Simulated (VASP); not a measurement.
# GaN (P6_3mc) in VASP: single point with LDA

Aim: the single point of GaN with LDA.

All numbers are computed with VASP 6.6.1; they aren't measurements. Logs are shortened: lines on timing, memory, paths and dates and some standing lists are left out, and cuts for length are marked.

### 1 The cell of the first run

The structure is hexagonal, space group P6_3mc (No. 186). The conventional cell has a = 3.183 Å, b = 3.183 Å, c = 5.184 Å, α = 90.00°, β = 90.00°, γ = 120.00°. Within 2.6 Å of Ga (site symmetry 3m) lie 4 N at 1.95 Å. Within 2.6 Å of N (site symmetry 3m) lie 4 Ga at 1.95 Å.

### 2 Single point, LDA

The input, INCAR:

```
PREC = Accurate ; ENCUT = 520
EDIFF = 1E-6 ; ISMEAR = 0
SIGMA = 0.01 ; LREAL = F
LASPH = T ; NELM = 80
ALGO = Normal ; ISIF = 2
LWAVE = F ; LCHARG = T
GGA = CA ; LELF = T
LVHAR = T ; NBANDS = 26
```

The input, KPOINTS:

```
Automatic mesh
0
Gamma
  12 12 4
```

The input, POSCAR:

```
GaN
1.0
    3.1831494038      0.0000000000      0.0000000000
   -1.5915747019      2.7566882477      0.0000000000
    0.0000000000      0.0000000000      5.1836255107
Ga N
2 2
Direct
    0.3333333333      0.6666666667     -0.0008868064
    0.6666666667      0.3333333333      0.4991131936
    0.3333333333      0.6666666667      0.3758868064
    0.6666666667      0.3333333333      0.8758868064
```

Potentials or basis: VASP PAW LDA potentials, release 64 (Ga_d, N).

Command:

```console
$ cat potpaw_LDA.64/Ga_d/POTCAR potpaw_LDA.64/N/POTCAR > POTCAR
$ mpirun -np 1 vasp_std > vasp.out
```

OUTCAR:

```text
PREC = Accurate
   ENCUT = 520
   EDIFF = 1E-6
   ISMEAR = 0
   LREAL = F
   LASPH = T
   NELM = 80
   ISIF = 2
   GGA = CA

 ion  position               nearest neighbor table
   1  0.333  0.667  0.999-   4 1.95   4 1.95   4 1.95   3 1.95
   2  0.667  0.333  0.499-   3 1.95   3 1.95   3 1.95   4 1.95
   3  0.333  0.667  0.376-   2 1.95   2 1.95   2 1.95   1 1.95
   4  0.667  0.333  0.876-   1 1.95   1 1.95   1 1.95   2 1.95

  LATTYP: Found a hexagonal cell.
 ALAT       =     3.1831494038
 C/A-ratio  =     1.6284581253

  Lattice vectors:

 A1 = (   3.1831494038,   0.0000000000,   0.0000000000)
 A2 = (  -1.5915747019,   2.7566882477,   0.0000000000)
 A3 = (   0.0000000000,   0.0000000000,   5.1836255107)

Analysis of symmetry for initial positions (statically):
=====================================================================
 Subroutine PRICEL returns:
 Original cell was already a primitive cell.

 Routine SETGRP: Setting up the symmetry group for a
 hexagonal supercell.

 Subroutine GETGRP returns: Found 12 space group operations
 (whereof  6 operations were pure point group operations)
 out of a pool of 24 trial point group operations.

The static configuration has the point symmetry C_3v.
 The point group associated with its full space group is C_6v.

Analysis of symmetry for dynamics (positions and initial velocities):
=====================================================================
 Subroutine PRICEL returns:
 Original cell was already a primitive cell.

 Routine SETGRP: Setting up the symmetry group for a
 hexagonal supercell.

 Subroutine GETGRP returns: Found 12 space group operations
 (whereof  6 operations were pure point group operations)
 out of a pool of 24 trial point group operations.

The dynamic configuration has the point symmetry C_3v.
 The point group associated with its full space group is C_6v.

 Subroutine INISYM returns: Found 12 space group operations
 (whereof  6 operations are pure point group operations),
 and found     1 'primitive' translations

----------------------------------------------------------------------------------------

                                     Primitive cell

  volume of cell :      45.4861

  direct lattice vectors                    reciprocal lattice vectors
     3.183149404  0.000000000  0.000000000     0.314154277  0.181377056  0.000000000
    -1.591574702  2.756688248  0.000000000     0.000000000  0.362754113  0.000000000
     0.000000000  0.000000000  5.183625511     0.000000000  0.000000000  0.192915171

  length of vectors
     3.183149404  3.183149404  5.183625511     0.362754113  0.362754113  0.192915171

  position of ions in fractional coordinates (direct lattice)
     0.333333333  0.666666667  0.999113194
     0.666666667  0.333333333  0.499113194
     0.333333333  0.666666667  0.375886806
     0.666666667  0.333333333  0.875886806

  ion indices of the primitive-cell ions
   primitive index   ion index
                 1           1
                 2           2
                 3           3
                 4           4

----------------------------------------------------------------------------------------

 KPOINTS: Automatic mesh

Automatic generation of k-mesh.
 Grid dimensions read from file:
 generate k-points for:   12   12    4

 Generating k-lattice:

  Cartesian coordinates                     Fractional coordinates (reciprocal lattice)
     0.026179523  0.015114755  0.000000000     0.083333333  0.000000000  0.000000000
     0.000000000  0.030229509  0.000000000     0.000000000  0.083333333  0.000000000
     0.000000000  0.000000000  0.048228793     0.000000000  0.000000000  0.250000000

  Length of vectors
     0.030229509  0.030229509  0.048228793

  Shift w.r.t. Gamma in fractional coordinates (k-lattice)
     0.000000000  0.000000000  0.000000000

 Subroutine IBZKPT returns following result:
 ===========================================

 Found     57 irreducible k-points:

 Following reciprocal coordinates:
            Coordinates               Weight
  0.000000  0.000000  0.000000      1.000000
  0.083333  0.000000  0.000000      6.000000
  0.166667 -0.000000  0.000000      6.000000
  0.250000  0.000000  0.000000      6.000000
  0.333333  0.000000  0.000000      6.000000
  0.416667  0.000000  0.000000      6.000000
[... 16 lines left out ...]
  0.250000  0.000000  0.250000     12.000000
  0.333333  0.000000  0.250000     12.000000
 [... further k-points ...]
   k-points           NKPTS =     57   k-points in BZ     NKDIM =     57   number of bands    NBANDS=     26
   number of dos      NEDOS =    301   number of ions     NIONS =      4
   total plane-waves  NPLWV =  23040
   dimension x,y,z NGX =    24 NGY =   24 NGZ =   40
   dimension x,y,z NGXF=    48 NGYF=   48 NGZF=   80
   ions per type =               2   2
   NGX,Y,Z   is equivalent  to a cutoff of  12.53, 12.53, 12.83 a.u.
   NGXF,Y,Z  is equivalent  to a cutoff of  25.07, 25.07, 25.66 a.u.
 SYSTEM =  unknown system
   PREC   = accura    normal or accurate (medium, high low for compatibility)
   ISTART =      0    job   : 0-new  1-cont  2-samecut
   ICHARG =      2    charge: 1-file 2-atom 10-const
   ISPIN  =      1    spin polarized calculation?
   LNONCOLLINEAR =      F non collinear calculations
   LSORBIT =      F    spin-orbit coupling
   LASPH  =      T    aspherical Exc in radial PAW
   ENCUT  =  520.0 eV  38.22 Ry    6.18 a.u.   5.92  5.92  9.64*2*pi/ulx,y,z
   NELM   =     80;   NELMIN=  2; NELMDL= -5     # of ELM steps
   EDIFF  = 0.1E-05   stopping-criterion for ELM
   LREAL  =      F    real-space projection
   EDIFFG = 0.1E-04   stopping-criterion for IOM
   NSW    =      0    number of steps for IOM
   IBRION =     -1    ionic relax: 0-MD 1-quasi-New 2-CG
   NFREE  =      0    steps in history (QN), initial steepest desc. (CG)
   ISIF   =      2    stress and relaxation
   ISYM   =      2    0-nonsym 1-usesym 2-fastsym
   POTIM  = 0.5000    time-step for ionic-motion
   TEBEG  =    0.0;   TEEND  =   0.0 temperature during run
   PSTRESS=    0.0 pullay stress
   NELECT =      36.0000    total number of electrons
   NUPDOWN=      -1.0000    fix difference up-down
   EMIN   =  10.00;   EMAX   =-10.00  energy-range for DOS
   EFERMI =   0.00;   METHOD = LEGACY
   ISMEAR =     0;   SIGMA  =   0.01  broadening in eV -4-tet -1-fermi 0-gaus
   EFERMI_NEDOS =   21; number of points for ismear=-14 and -15
   IALGO  =     38    algorithm
   IMIX   =      4    mixing-type and parameters
     AMIX     =   0.40;   BMIX     =  1.00
     AMIX_MAG =   1.60;   BMIX_MAG =  1.00
  volume/ion in A,a.u.               =      11.37        76.74
  Fermi-wavevector in a.u.,A,eV,Ry     =   1.514315  2.861640 31.200200  2.293150
  Thomas-Fermi vector in A             =   2.623989
   LORBIT       =      0    0 simple, 1 ext, 2 COOP (PROOUT), +10 PAW based schemes
   GGA     = CA    functional components
   LHFCALC =     F    Hartree Fock is set to
   AEXX    =    0.0000 exact exchange contribution
   IVDW    =     0    specifies the selected vdW correction
   LEPSILON=     F    determine dielectric tensor
   LRPA    =     F    only Hartree local field effects (RPA)
 non-spin polarized calculation
 Gauss-broadening in eV      SIGMA  =   0.01
  energy-cutoff  :      520.00
  volume of cell :       45.49
 maximum number of plane-waves:      1248
 NGX is ok and might be reduce to    24
   NGX = 11   NGY = 11   NGZ = 19

 number of electron      35.9999991 magnetization

 Free energy of the ion-electron system (eV)
  ---------------------------------------------------
  ext. energy  EPLUGINS =         0.00000000
  ---------------------------------------------------
  free energy    TOTEN  =       -27.89662079 eV

  energy without entropy =      -27.89662079  energy(sigma->0) =      -27.89662079

 E-fermi :   5.1979     XC(G=0): -12.1451

 val. band max:        5.1162856337   @ k =   0.0000   0.0000   0.0000
 cond. band min:       7.0742405868   @ k =   0.0000   0.0000   0.0000
 fundamental gap:      1.9579549530
 Fermi energy:         5.1978669938

 k-point     1 :       0.0000    0.0000    0.0000
  band No.  band energies     occupation
      1     -10.7703      2.00000
      2      -9.8901      2.00000
      3      -8.4375      2.00000
      4      -8.4220      2.00000
      5      -8.4220      2.00000
      6      -8.3606      2.00000
[... 18 lines left out ...]
     25      16.6761      0.00000
     26      16.6761      0.00000

 k-point     2 :       0.0833    0.0000    0.0000
  band No.  band energies     occupation
      1     -10.7003      2.00000
      2      -9.8734      2.00000
      3      -8.4312      2.00000
      4      -8.4118      2.00000
      5      -8.3986      2.00000
      6      -8.3530      2.00000
[... 18 lines left out ...]
     25      16.3274      0.00000
     26      16.8316      0.00000

 k-point     3 :       0.1667   -0.0000    0.0000
  band No.  band energies     occupation
      1     -10.5112      2.00000
      2      -9.8331      2.00000
      3      -8.4067      2.00000
      4      -8.3869      2.00000
      5      -8.3412      2.00000
      6      -8.3088      2.00000
[... 18 lines left out ...]
     25      16.3369      0.00000
     26      17.1947      0.00000

 k-point     4 :       0.2500    0.0000    0.0000
  band No.  band energies     occupation
      1     -10.2668      2.00000
      2      -9.7902      2.00000
      3      -8.3815      2.00000
      4      -8.3623      2.00000
      5      -8.2975      2.00000
      6      -8.2572      2.00000
[... 18 lines left out ...]
     25      16.4069      0.00000
     26      17.6728      0.00000

 k-point     5 :       0.3333    0.0000    0.0000
  band No.  band energies     occupation
      1     -10.0564      2.00000
      2      -9.7599      2.00000
      3      -8.3692      2.00000
      4      -8.3500      2.00000
      5      -8.2684      2.00000
      6      -8.2074      2.00000
[... 18 lines left out ...]
     25      16.5836      0.00000
     26      18.1142      0.00000

 k-point     6 :       0.4167    0.0000    0.0000
  band No.  band energies     occupation
      1      -9.9339      2.00000
      2      -9.7447      2.00000
      3      -8.3706      2.00000
      4      -8.3477      2.00000
      5      -8.2562      2.00000
      6      -8.2058      2.00000
[... 427 lines left out ...]
 k-point    21 :       0.0833    0.0000    0.2500
  band No.  band energies     occupation
      1     -10.5278      2.00000
      2      -9.9287      2.00000
      3      -8.4152      2.00000
      4      -8.4073      2.00000
      5      -8.3690      2.00000
      6      -8.3610      2.00000
[... 18 lines left out ...]
     25      16.0034      0.00000
     26      16.3397      0.00000

 k-point    22 :       0.1667   -0.0000    0.2500
  band No.  band energies     occupation
      1     -10.3590      2.00000
      2      -9.8725      2.00000
      3      -8.3985      2.00000
      4      -8.3792      2.00000
      5      -8.3500      2.00000
      6      -8.3238      2.00000
[... 18 lines left out ...]
     25      15.8102      0.00000
     26      16.7682      0.00000

 k-point    23 :       0.2500    0.0000    0.2500
  band No.  band energies     occupation
      1     -10.1485      2.00000
      2      -9.8115      2.00000
      3      -8.3811      2.00000
      4      -8.3481      2.00000
      5      -8.3224      2.00000
      6      -8.2736      2.00000
[... 18 lines left out ...]
     25      15.9361      0.00000
     26      17.3206      0.00000

 k-point    24 :       0.3333    0.0000    0.2500
  band No.  band energies     occupation
      1      -9.9749      2.00000
      2      -9.7674      2.00000
      3      -8.3772      2.00000
      4      -8.3280      2.00000
      5      -8.3028      2.00000
      6      -8.2258      2.00000
[... 18 lines left out ...]
     25      16.0220      0.00000
     26      17.8939      0.00000

 [... further k-points ...]

------------------------ aborting loop because EDIFF is reached ----------------------------------------

  FORCE on cell =-STRESS in cart. coord.  units (eV):
  Direction    XX          YY          ZZ          XY          YZ          ZX
  --------------------------------------------------------------------------------------
  -------------------------------------------------------------------------------------
  Total       -1.2801962     -1.2801962     -1.2121643      0.0000000      0.0000000      0.0000000
  in kB      -45.0929688    -45.0929688    -42.6966464      0.0000000      0.0000000      0.0000000
  external PRESSURE =     -44.2941947 kB  Pullay stress =       0.0000000 kB

 VOLUME and BASIS-vectors are now :
 -----------------------------------------------------------------------------
  energy-cutoff  :      520.00
  volume of cell :       45.49
      direct lattice vectors                 reciprocal lattice vectors
     3.183149404  0.000000000  0.000000000     0.314154277  0.181377056  0.000000000
    -1.591574702  2.756688248  0.000000000     0.000000000  0.362754113  0.000000000
     0.000000000  0.000000000  5.183625511     0.000000000  0.000000000  0.192915171

 POSITION                                       TOTAL-FORCE (eV/Angst)
 -----------------------------------------------------------------------------------
     -0.00000      1.83779      5.17903         0.000000      0.000000      0.006886
      1.59157      0.91890      2.58722        -0.000000     -0.000000      0.006886
     -0.00000      1.83779      1.94846        -0.000000      0.000000     -0.006886
      1.59157      0.91890      4.54027         0.000000     -0.000000     -0.006886
 -----------------------------------------------------------------------------------
    total drift:                               -0.000001     -0.000001     -0.000219

  FREE ENERGIE OF THE ION-ELECTRON SYSTEM (eV)
  ---------------------------------------------------
  free  energy   TOTEN  =       -27.8966207938 eV

  energy  without entropy=      -27.8966207938  energy(sigma->0) =      -27.89662079
```

Run time: 46 s. Hardware: 1 thread of Intel Xeon 6975P-C (Granite Rapids), shared host; peak memory 0.18 GiB.

What came out:

- Free energy: -27.8966 eV
- Pressure: -4.4 GPa
- Largest force: 0.007 eV/Å
- Band gap on the k mesh: 1.96 eV, direct

Forces on the atoms (eV/Å):
```
Ga   0.000  0.000  0.007
Ga   0.000  0.000  0.007
N    0.000  0.000 -0.007
N    0.000  0.000 -0.007
```
